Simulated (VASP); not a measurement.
TlBr:

```
Tl Br
1.0
     3.94619    0.00000    0.00000
     0.00000    3.94619    0.00000
     0.00000    0.00000    3.94619
Tl Br
1 1
Direct
  0.00000 0.00000 0.00000
  0.50000 0.50000 0.50000
```

Base run:

```yaml
Program: VASP 6.6.1
Functional: HF
Potentials_or_basis: VASP PAW PBE potentials, release 64 (Tl_d, Br)
Cutoff: 400 eV
k_mesh: 4 × 4 × 4
Occupations: gaussian, width 0.01 eV
Spin: no spin polarisation
```

Its results: band gap on the k mesh 7.72 eV; pressure 6.5 GPa.

The run is repeated on the same cell with these changes: functional from HF to r2SCANh; cutoff from 400 eV to 440 eV; share of exact exchange from 1 to 0.1. What comes out?

Band gap on the k mesh 2.71 eV; pressure 1.1 GPa.

Caveats: the PAW data sets were made with another functional, which shifts forces and pressure a little; spin-orbit coupling is left out, which moves the levels of the heavy elements; the cell stands under pressure (at least some runs).

A k mesh can miss the band edges.
